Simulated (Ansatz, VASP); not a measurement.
MgO: VASP beside Ansatz

INCAR

```
  PREC = Accurate
  ENCUT = 600
  EDIFF = 1E-6
  ISMEAR = 1
  SIGMA = 0.1
  LREAL = False
  LASPH = True
  NELM = 120
  ALGO = Normal
  ISIF = 2
  LWAVE = False
  LCHARG = False
  GGA = PE
  NBANDS = 11
  GGA_COMPAT = False
```

File KPOINTS:

```
regular mesh
0
Gamma
  6 6 6
```

File POSCAR:

```
MgO
1.0
    2.9380209034      0.0000000000      0.0000000000
   -1.4690104517      2.5444007392      0.0000000000
    0.0000000000      0.0000000000      2.6796800000
Mg O
1 1
Direct
    0.0000000000      0.0000000000      0.0000000000
    0.3333333333      0.6666666667      0.5000000000
```

Input for Ansatz:

```yaml
crystal:
  lattice:
    - [2.9380209034, 0.0, 0.0]
    - [-1.4690104517, 2.5444007392, 0.0]
    - [0.0, 0.0, 2.67968]
  atoms:
    - { symbol: Mg, position: [0.0, 0.0, 0.0] }
    - { symbol: O, position: [0.3333333333, 0.6666666667, 0.5] }
basis:
  ecutwfc: 450
kpoints:
  mp_grid: { grid: [6, 6, 6] }
hamiltonian:
  xc: pbe
scf:
  occupations: { method: cold }
output:
  forces: true
  stress: true
  eigenvalues: true
```

Alike in both runs: task single point; functional PBE; k mesh 6 × 6 × 6; no spin polarisation.

|  | VASP | Ansatz |
| --- | --- | --- |
| version | VASP 6.6.1 | Ansatz 0.2.0 |
| potentials or method | VASP PAW PBE potentials, release 64 (Mg, O), cutoff 600 eV | scalar-relativistic, plane waves, PAW |
| occupations | methfessel-paxton of order 1, width 0.1 eV | cold |
| valence electrons in the cell | 8 | 16 |

```tsv
	VASP	Ansatz	Ansatz less VASP
gap on the k mesh at the Fermi level (eV)	3.00	3.02	+0.019
least direct gap on the mesh (eV)	3.40	3.42	+0.016
pressure (GPa)	-0.9	0.0	+0.86
traceless stress, the component that is largest in VASP (GPa)	-0.09	0.03	+0.116
```

VASP's potentials hold 8 valence electrons a cell and Ansatz's 16, so a difference there can come from the potentials and not from the codes.
